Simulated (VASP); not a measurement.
A run of VASP 6.6.1 is set up as follows.

INCAR

```
PREC = Accurate
ENCUT = 700
EDIFF = 1E-6
ISMEAR = -1
SIGMA = 0.03
LREAL = False
LASPH = True
NELM = 120
ALGO = Normal
ISIF = 2
LWAVE = False
LCHARG = True
LELF = True
LVHAR = True
NBANDS = 21
GGA_COMPAT = False
```

KPOINTS

```
regular mesh
0
Gamma
  12 12 7
```

POSCAR

```
Cr
1.0
    2.6203381898      0.0000000000      0.0000000000
   -1.3101690949      2.2692794389      0.0000000000
    0.0000000000      0.0000000000      4.2578081861
Cr
2
Direct
    0.3333333333      0.6666666667      0.2500000000
    0.6666666667      0.3333333333      0.7500000000
```

Potentials or basis: VASP PAW LDA potentials, release 64 (Cr_sv).

The run is started by

```console
$ cat potpaw_LDA.64/Cr_sv/POTCAR > POTCAR
$ mpirun -np 1 vasp_std > vasp.out
```

Problem. Predict the band gap on the k mesh.

Solution. Zero (bands 14 and 15 overlap by 1.07 eV).

Problem. Estimate the pressure.

Solution. -27.3 GPa.

Stress tensor (GPa, compression positive):
```
-30.51   0.00   0.00
  0.00 -30.51   0.00
  0.00   0.00 -20.78
```

Caveat: the stress differs along the axes, from -31 to -21 GPa; the run has no spin polarisation, though such a crystal can be magnetic. Spin polarisation is off, so any magnetic state and its effect on volume and gap are missing.
